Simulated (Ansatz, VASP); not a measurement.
## Two plane-wave programs on Ru

```xyz
1
Lattice="0.0000 1.7618 1.7618 1.7618 0.0000 1.7618 1.7618 1.7618 0.0000" Properties=species:S:1:pos:R:3 pbc="T T T"
Ru    0.0000    0.0000    0.0000
```

Change from the starting cell: strain -0.080 along x and y, -0.080 along z, atoms carried along.

Alike in both runs: task single point; functional r2SCAN; k mesh 22 × 22 × 22; occupations gaussian, width 0.15 eV; no spin polarisation.

```csv
,VASP,Ansatz
version,VASP 6.6.1,Ansatz 0.2.0
potentials or method,"VASP PAW PBE potentials, release 64 (Ru_pv), cutoff 520 eV","scalar-relativistic, plane waves, PAW"
valence electrons in the cell,14,16
```

```csv
,VASP,Ansatz,Ansatz less VASP
gap on the k mesh at the Fermi level (eV),none,none,-
pressure (GPa),121.5,117.9,-3.63
```

VASP's potentials were made for PBE, not for r2SCAN. A gap of «none» marks a metal or a gap that the smearing closes. Both programs put the cell under a high pressure, so it lies far from rest at this level. VASP's potentials hold 14 valence electrons a cell and Ansatz's 16, so a difference there can come from the potentials and not from the codes.

Noted on VASP's run: the cell as given lies far from equilibrium.
